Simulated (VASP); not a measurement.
Runs of VASP 6.6.1 on Ru. The structure is that of space group C2/m (No. 12), or close to it. The cells are those of the table. 

| cell | k mesh | gap on the mesh (eV) | largest force (eV/Å) |
| --- | --- | --- | --- |
| a = 2.706, b = 5.065, c = 15.000 Å, angles 90.0, 90.0, 105.5°, 2 atoms | 6 × 6 × 1 | none | 0.21 |
| a = 2.658, b = 3.753, c = 24.485 Å, angles 90.0, 90.0, 110.7°, 2 atoms | 22 × 22 × 1 | none | 0.19 |
| a = 2.658, b = 3.753, c = 24.485 Å, angles 90.0, 90.0, 110.7°, 2 atoms | 6 × 6 × 1 | none | 0.14 |
| a = 2.648, b = 3.768, c = 26.243 Å, angles 90.0, 90.0, 110.6°, 2 atoms | 22 × 22 × 1 | none | (a) |

Alike in all rows: task single point; level PBE; potentials or basis VASP PAW PBE potentials, release 64 (Ru_pv); no spin polarisation; cutoff (eV) 520; smearing gaussian 0.1 eV.

**Question.** Fill in the values left out.

**Answer.** (a) 0.15.

Caveats: some runs use coarse meshes.

A k mesh can miss the band edges, and the runs leave out spin-orbit coupling on Ru.

A gap of «none» marks levels without a gap at the run's occupations.
